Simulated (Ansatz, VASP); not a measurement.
## Two plane-wave programs on GaN

The input INCAR:

```
SYSTEM = GaN
ALGO = Normal
EDIFF = 1E-6
ENCUT = 600
GGA = PS
GGA_COMPAT = .False.
ISIF = 2
ISMEAR = -1
LASPH = .True.
LCHARG = .False.
LREAL = .False.
LWAVE = .False.
NBANDS = 16
NELM = 120
PREC = Accurate
SIGMA = 0.05
```

File KPOINTS:

```
k-points
0
Gamma
  17 17 17
  0 0 0
```

The input POSCAR:

```
GaN
1.0
    0.0000000000      1.8181448828      1.8181448828
    1.8181448828      0.0000000000      1.8181448828
    1.8181448828      1.8181448828      0.0000000000
Ga N
1 1
Direct
    0.0000000000      0.0000000000      0.0000000000
    0.5000000000      0.5000000000      0.5000000000
```

Input for Ansatz:

```yaml
crystal:
  lattice:
    - [0.0, 1.8181448828, 1.8181448828]
    - [1.8181448828, 0.0, 1.8181448828]
    - [1.8181448828, 1.8181448828, 0.0]
  atoms:
    - { symbol: Ga, position: [0.0, 0.0, 0.0] }
    - { symbol: "N", position: [0.5, 0.5, 0.5] }
kpoints:
  mp_grid: { grid: [17, 17, 17] }
scf:
  occupations: { method: fermi_dirac, width: 0.05 }
hamiltonian:
  xc: pbesol
  pseudopotentials: { kind: paw }
output:
  forces: true
  stress: true
  eigenvalues: true
  populations: true
  write_density: true
  write_potential: true
  elf: true
  volumetric_format: npy
```

Change from the starting cell: volume scaled by 0.64, PAW files.

Alike in both runs: task single point; functional PBEsol; k mesh 17 × 17 × 17; occupations fermi-dirac, width 0.05 eV; no spin polarisation.

```csv
,VASP,Ansatz
version,VASP 6.6.1,Ansatz 0.2.0
potentials or method,"VASP PAW PBE potentials, release 64 (Ga_d, N)","PAW with Ansatz's default frozen-core files, scalar-relativistic"
plane-wave cutoff (eV),600,420
valence electrons in the cell,18,18
```

```csv
,VASP,Ansatz,Ansatz less VASP
gap on the k mesh at the Fermi level (eV),4.00,4.03,+0.027
pressure (GPa),280.1,277.9,-2.12
```

VASP's potentials were made for PBE, not for PBEsol. Both programs put the cell under a high pressure, so it lies far from rest at this level. With one functional, cell and mesh, what is left measures potentials, basis and numerics.

Noted on VASP's run: the cell as given lies far from equilibrium.
